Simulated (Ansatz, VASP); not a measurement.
**One calculation of Mg2W, two programs**

```xyz
6
Lattice="-3.9930 3.9930 2.4611 3.9930 -3.9930 2.4611 3.9930 3.9930 -2.4611" Properties=species:S:1:pos:R:3 pbc="T T T"
Mg    3.9930    1.4412    0.0000
Mg    1.4412    3.9930    0.0000
Mg    2.5518    0.0000    2.4611
Mg    0.0000    2.5518    2.4611
W     0.0000    0.0000    1.3127
W     0.0000    0.0000    3.6094
```

Alike in both runs: functional PBE; k mesh 10 × 10 × 10; occupations gaussian, width 0.1 eV; no spin polarisation.

Ansatz relaxed the structure, and its values are those at the end. VASP's run is a single point on that final structure, the one shown.

```csv
,VASP,Ansatz
version,VASP 6.6.1,Ansatz 0.2.0
potentials or method,"VASP PAW PBE potentials, release 64 (Mg, W_sv), cutoff 520 eV","scalar-relativistic, plane waves, PAW"
valence electrons in the cell,36,68
```

|  | VASP | Ansatz | Ansatz less VASP |
| --- | --- | --- | --- |
| gap on the k mesh at the Fermi level (eV) | none | none | - |
| pressure (GPa) | 0.1 | 0.0 | -0.12 |
| rms of the force components (eV/Å) | 0.056 | 0.001 | -0.0553 |

A gap of «none» marks a metal or a gap that the smearing closes. The functional is the same, so the differences come from potentials, cutoffs and numerics. VASP's potentials hold 36 valence electrons a cell and Ansatz's 68, so a difference there can come from the potentials and not from the codes.

Neither program's run includes spin-orbit coupling.
